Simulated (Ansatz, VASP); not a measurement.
## Two plane-wave programs on Al

INCAR

```
SYSTEM = Al
ALGO     = Normal         ! electronic algorithm
EDIFF    = 1E-6           ! SCF threshold, eV
ENCUT    = 520            ! plane-wave cutoff, eV
ISIF     = 2              ! what is computed and relaxed
ISMEAR   = -1             ! smearing method
LASPH    = .TRUE.         ! aspherical terms in the spheres
LCHARG   = .FALSE.        ! write CHGCAR
LREAL    = .FALSE.        ! projectors in reciprocal space
LWAVE    = .FALSE.        ! write WAVECAR
NBANDS   = 10             ! bands
NELM     = 80             ! most SCF steps
PREC     = Accurate       ! precision mode
SIGMA    = 0.1            ! smearing width, eV
```

Contents of KPOINTS:

```
k-points
0
G
  14 14 7
  0 0 0
```

Contents of POSCAR:

```
Al
1.0
    2.8124550000      0.0000000000      0.0000000000
   -1.4062275000      2.4356574770      0.0000000000
    0.0000000000      0.0000000000      4.8668500000
Al
2
Direct
    0.6666666667      0.3333333333      0.7500000000
    0.3333333333      0.6666666667      0.2500000000
```

Input for Ansatz:

```yaml
crystal:
  lattice:
    a: 2.812455
    b: 2.812455
    c: 4.86685
    alpha: 90.0
    beta: 90.0
    gamma: 120.0
  space_group: 194
  atoms:
    - { symbol: Al, position: [0.6666666666666666, 0.3333333333333333, 0.75] }
kpoints:
  mp_grid:
    grid: [14, 14, 7]
    shift: [0.0, 0.0, 0.0]
hamiltonian:
  xc: lda
  pseudopotentials:
    kind: paw
scf:
  occupations:
    method: fermi_dirac
    width: 0.1
output:
  forces: true
  stress: true
  eigenvalues: true
```

Alike in both runs: task single point; functional LDA; k mesh 14 × 14 × 7; occupations fermi-dirac, width 0.1 eV; no spin polarisation.

|  | VASP | Ansatz |
| --- | --- | --- |
| version | VASP 6.6.1 | Ansatz 0.2.0 |
| potentials or method | VASP PAW LDA potentials, release 64 (Al) | plane waves, PAW |
| plane-wave cutoff (eV) | 520 | 420 |
| valence electrons in the cell | 6 | 6 |

```tsv
	VASP	Ansatz	Ansatz less VASP
gap on the k mesh at the Fermi level (eV)	none	none	-
pressure (GPa)	-2.9	-3.0	-0.05
traceless stress, the component that is largest in VASP (GPa)	-0.91	-0.89	+0.018
```

LDA's correlation is that of Perdew and Zunger in VASP and of Perdew and Wang (1992) in Ansatz. A gap of «none» marks a metal or a gap that the smearing closes.
